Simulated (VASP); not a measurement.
Runs of VASP 6.6.1 on Y3W. The structure is that of space group Pm-3m (No. 221), or close to it. The cells are those of the table. 

```csv
task,cell,k mesh,cutoff (eV),gap on the mesh (eV),pressure (GPa),relaxed volume (Å³/atom)
single point,"a = 4.546 Å, 4 atoms",4 × 4 × 4,500,none,7.3,-
relaxation of cell and atoms,"relaxed from a = 4.546 Å, 4 atoms",4 × 4 × 4,500,none,0.0,25.72
single point,"a = 4.688 Å, 4 atoms",4 × 4 × 4,500,none,(a),-
relaxation of cell and atoms,"relaxed from a = 4.688 Å, 4 atoms",10 × 10 × 10,600,none,0.0,25.81
```

Alike in all rows: level PBE; potentials or basis VASP PAW PBE potentials, release 64 (Y_sv, W_sv); no spin polarisation; smearing gaussian 0.1 eV.

**Question.** Fill in the values left out.

**Answer.** (a) -0.1.

Caveats: spin-orbit coupling is left out, which moves the levels of the heavy elements; the cell stands under pressure (at least some runs).

A k mesh can miss the band edges, and the runs leave out spin-orbit coupling on W, Y.

A gap of «none» marks levels without a gap at the run's occupations.
